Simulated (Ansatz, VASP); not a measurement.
# Two plane-wave programs on InP

Contents of POSCAR:

```
InP
1.0
    0.0000000000      2.8706770916      2.8706770916
    2.8706770916      0.0000000000      2.8706770916
    2.8706770916      2.8706770916      0.0000000000
In P
1 1
Direct
    0.0000000000      0.0000000000      0.0000000000
    0.7500000000      0.7500000000      0.7500000000
```

INCAR.step1

```
SYSTEM = InP
PREC = Accurate
ENCUT = 520
EDIFF = 1E-5
ISMEAR = -1
SIGMA = 0.05
LREAL = .FALSE.
LASPH = .TRUE.
NELM = 80
ALGO = Normal
ISIF = 2
LWAVE = .TRUE.
LCHARG = .FALSE.
GGA = PE
NBANDS = 16
```

File INCAR.step2:

```
SYSTEM = InP
PREC = Accurate
ENCUT = 520
EDIFF = 1E-6
ISMEAR = -1
SIGMA = 0.05
LREAL = .FALSE.
LASPH = .TRUE.
NELM = 80
ALGO = Normal
ISIF = 2
LWAVE = .FALSE.
LCHARG = .FALSE.
GGA = B3
LHFCALC = .TRUE.
AEXX = 0.2
AGGAX = 0.72
AGGAC = 0.81
ALDAC = 0.19
PRECFOCK = Normal
ISTART = 1
NBANDS = 16
```

Contents of KPOINTS:

```
Automatic mesh
0
G
  4 4 4
  0 0 0
```

Contents of input.yaml:

```yaml
crystal:
  lattice:
    - [0.0, 2.8706770916, 2.8706770916]
    - [2.8706770916, 0.0, 2.8706770916]
    - [2.8706770916, 2.8706770916, 0.0]
  atoms:
    - { symbol: In, position: [0.0, 0.0, 0.0] }
    - { symbol: P, position: [0.75, 0.75, 0.75] }
hamiltonian:
  xc: b3lyp
  pseudopotentials: { kind: paw }
kpoints:
  mp_grid: { grid: [4, 4, 4] }
scf:
  occupations: { method: fermi_dirac, width: 0.05 }
output:
  forces: true
  stress: true
  eigenvalues: true
```

Alike in both runs: task single point; functional B3LYP; k mesh 4 × 4 × 4; occupations fermi-dirac, width 0.05 eV; no spin polarisation.

|  | VASP | Ansatz |
| --- | --- | --- |
| version | VASP 6.6.1 | Ansatz 0.2.0 |
| potentials or method | VASP PAW PBE potentials, release 64 (In_d, P) | Ansatz PAW |
| plane-wave cutoff (eV) | 520 | 420 |
| valence electrons in the cell | 18 | 18 |

|  | VASP | Ansatz | Ansatz less VASP |
| --- | --- | --- | --- |
| gap on the k mesh at the Fermi level (eV) | 2.24 | 2.17 | -0.070 |
| least direct gap on the mesh (eV) | 2.24 | 2.17 | -0.070 |
| pressure (GPa) | 10.2 | 10.3 | +0.12 |

VASP's potentials were made for PBE, not for B3LYP.

The k mesh is coarse, so the values compare programs but aren't converged.
